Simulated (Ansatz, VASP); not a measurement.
Two plane-wave programs on C

```xyz
4
Lattice="1.2333 -2.1360 0.0000 1.2333 2.1360 0.0000 0.0000 0.0000 8.7070" Properties=species:S:1:pos:R:3 pbc="T T T"
C     1.2333    1.7800    6.9599
C     1.2333   -0.3560    1.7471
C     1.2333   -1.7800    1.7471
C     1.2333    0.3560    6.9599
```

Change from the starting cell: mode 1 frozen in at +0.000 Å and mode 6 at +0.427 Å (largest displacements).

Alike in both runs: task single point; functional PBE; k mesh 18 × 18 × 6; occupations gaussian, width 0.15 eV; no spin polarisation.

|  | VASP | Ansatz |
| --- | --- | --- |
| version | VASP 6.6.1 | Ansatz 0.2.0 |
| potentials or method | VASP PAW PBE potentials, release 64 (C), cutoff 520 eV | scalar-relativistic, plane waves, PAW |
| valence electrons in the cell | 16 | 16 |

Ansatz gave:

```
gap on the k mesh at the Fermi level (eV)                     : 0.17
least direct gap on the mesh (eV)                             : 0.17
pressure (GPa)                                                : 0.2
traceless stress, the component that is largest in VASP (GPa) : 0.66
rms of the force components (eV/Å)                            : 0.022
```

Q: Which values does VASP return?

A: gap on the k mesh at the Fermi level (eV): 0.17; least direct gap on the mesh (eV): 0.17; pressure (GPa): 0.6; traceless stress, the component that is largest in VASP (GPa): 0.25; rms of the force components (eV/Å): 0.022.

Atom by atom the forces differ by 0.000 eV/Å (rms over components).
